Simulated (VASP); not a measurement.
A run of VASP 6.6.1 is set up as follows.

Contents of POSCAR:

```
Ba
1.0
    3.9086616050      0.0000000000      0.0000000000
    0.0000000000      3.9086616050      0.0000000000
    0.0000000000      0.0000000000      3.9086616050
Ba
1
Direct
    0.0000000000      0.0000000000      0.0000000000
```

The input INCAR.step1:

```
SYSTEM = Ba
ALGO = Normal
EDIFF = 1E-4
ENCUT = 520
GGA = PE
GGA_COMPAT = .False.
ISMEAR = -1
LASPH = .True.
LCHARG = .False.
LREAL = .False.
LSORBIT = .True.
LWAVE = .True.
MAGMOM = 0 0 0
NBANDS = 21
NELM = 150
PREC = Accurate
SIGMA = 0.1
```

File INCAR.step2:

```
SYSTEM = Ba
ALGO = Normal
EDIFF = 1E-7
ENCUT = 520
GGA_COMPAT = .False.
ISIF = 2
ISMEAR = -1
ISTART = 1
LASPH = .True.
LCHARG = .True.
LMIXTAU = .True.
LORBIT = 11
LORBMOM = .True.
LREAL = .False.
LSORBIT = .True.
LVHAR = .True.
LWAVE = .False.
MAGMOM = 0 0 0
METAGGA = R2SCAN
NBANDS = 21
NELM = 150
PREC = Accurate
SIGMA = 0.1
```

File KPOINTS:

```
k-points
0
Gamma
  8 8 8
  0 0 0
```

Potentials or basis: VASP PAW PBE potentials, release 64 (Ba_sv).

Launch:

```bash
$ cat potpaw_PBE.64/Ba_sv/POTCAR > POTCAR
$ cp INCAR.step1 INCAR
$ mpirun -np 1 vasp_ncl > vasp.out
$ cp INCAR.step2 INCAR
$ mpirun -np 1 vasp_ncl > vasp.out
```

Estimate the pressure.

0.1 GPa.

What does it give for the net moment?

0.00 μB per cell.

Moments on the atoms (μB; x, y, z):
```
Ba  0.00 0.00 0.00
```

Caveat: the PAW data sets were made with another functional, which shifts forces and pressure a little.
